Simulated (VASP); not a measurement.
Wanted: the native input for a VASP 6.6.1 run.

```
Task                   : single point
Functional             : r2SCAN
Potentials or basis    : VASP PAW PBE potentials, release 64 (K_sv, Br)
Cutoff                 : 520 eV
k mesh                 : 6 × 6 × 6
Occupations            : gaussian, width 0.05 eV
Spin                   : no spin polarisation
Dipole correction      : no
Further INCAR settings : ALGO = Normal; EDIFF = 1e-06; NBANDS = 15
```

Crystal: KBr.

```xyz
2
Lattice="0.0000 3.2102 3.1279 3.2102 0.0000 3.1279 3.2102 3.2102 0.0000" Properties=species:S:1:pos:R:3 pbc="T T T"
K     0.0000    0.0000    0.0000
Br    3.2102    3.2102    3.1279
```

This cell differs from its parent crystal: strain -0.025 along x and y, -0.050 along z.

One way to write it, as run:

POSCAR

```
KBr
1.0
    0.0000000000      3.2101875000      3.1278750000
    3.2101875000      0.0000000000      3.1278750000
    3.2101875000      3.2101875000      0.0000000000
K Br
1 1
Direct
    0.0000000000      0.0000000000      0.0000000000
    0.5000000000      0.5000000000      0.5000000000
```

INCAR.step1

```
ALGO     = Normal         # electronic algorithm
EDIFF    = 1E-4           # SCF threshold, eV
ENCUT    = 520            # plane-wave cutoff, eV
GGA      = PE             # functional
ISMEAR   = 0              # smearing method
LASPH    = True           # aspherical terms in the spheres
LCHARG   = False          # write CHGCAR
LREAL    = False          # projectors in reciprocal space
LWAVE    = True           # write WAVECAR
NBANDS   = 15             # bands
NELM     = 60             # most SCF steps
PREC     = Accurate       # precision mode
SIGMA    = 0.05           # smearing width, eV
```

INCAR.step2

```
ALGO     = Normal         # electronic algorithm
EDIFF    = 1E-6           # SCF threshold, eV
ENCUT    = 520            # plane-wave cutoff, eV
ISIF     = 2              # what is computed and relaxed
ISMEAR   = 0              # smearing method
ISTART   = 1            
LASPH    = True           # aspherical terms in the spheres
LCHARG   = True           # write CHGCAR
LELF     = True           # ELF
LMIXTAU  = True         
LREAL    = False          # projectors in reciprocal space
LVHAR    = True         
LWAVE    = False          # write WAVECAR
METAGGA  = R2SCAN         # meta-GGA
NBANDS   = 15             # bands
NELM     = 60             # most SCF steps
PREC     = Accurate       # precision mode
SIGMA    = 0.05           # smearing width, eV
```

KPOINTS

```
k-points
0
Gamma
  6 6 6
```

Potentials or basis: VASP PAW PBE potentials, release 64 (K_sv, Br).

The run is started by

```bash
$ cat potpaw_PBE.64/K_sv/POTCAR potpaw_PBE.64/Br/POTCAR > POTCAR
$ cp INCAR.step1 INCAR
$ mpirun -np 1 vasp_std > vasp.out
$ cp INCAR.step2 INCAR
$ mpirun -np 1 vasp_std > vasp.out
```

Results of the run:

The pressure is 2.5 GPa and the band gap on the k mesh is 5.39 eV, direct.

Caveat: the cell differs from its parent crystal (strain -0.025 along x and y, -0.050 along z); the PAW data sets were made with another functional, which shifts forces and pressure a little.

It took 44 s on 1 thread of Intel(R) Xeon(R) 6975P-C (Granite Rapids) (shared host), peak memory 0.22 GiB.
